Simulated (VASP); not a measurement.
**TiB2 (AlB2 type): density of states with PBE**

TiB2 (AlB2 type):

```xyz
3
Lattice="2.9783 0.0000 0.0000 -1.4891 2.5792 0.0000 0.0000 0.0000 3.1414" Properties=species:S:1:pos:R:3 pbc="T T T"
Ti    0.0000    0.0000    0.0000
B     0.0000    1.7195    1.5707
B     1.4891    0.8597    1.5707
```

This cell differs from its parent crystal: volume scaled by 0.94.

```
Program                 : VASP 6.6.1
Task                    : density of states
Functional              : PBE
Potentials or basis     : VASP PAW PBE potentials, release 64 (Ti_sv, B)
Cutoff                  : 520 eV
k mesh                  : 11 × 11 × 9
Occupations             : fermi-dirac, width 0.08 eV
Spin                    : no spin polarisation
Dipole correction       : no
k mesh for the DOS      : 17 × 17 × 14
Occupations for the DOS : tetrahedron
Further INCAR settings  : ALGO = Normal; EDIFF = 1e-06; NBANDS = 16
```

- Valence electrons inside the program's atomic spheres: Ti 10.54; B 2.09

Levels at points of the mesh, in eV from the Fermi level:
```csv
k point,band 6,band 7,band 8,band 9,band 10,band 11,band 12,band 13
"(0.00, 0.00, 0.00)",-2.89,-2.89,-2.32,-2.30,2.00,2.00,3.93,3.93
"(0.00, 0.00, 0.50)",-7.93,-0.67,-0.67,-0.34,-0.34,0.39,0.39,1.85
```

Run time: 36 s on 1 thread of Intel(R) Xeon(R) 6975P-C (Granite Rapids), with other jobs on the host, peak memory 0.22 GiB.
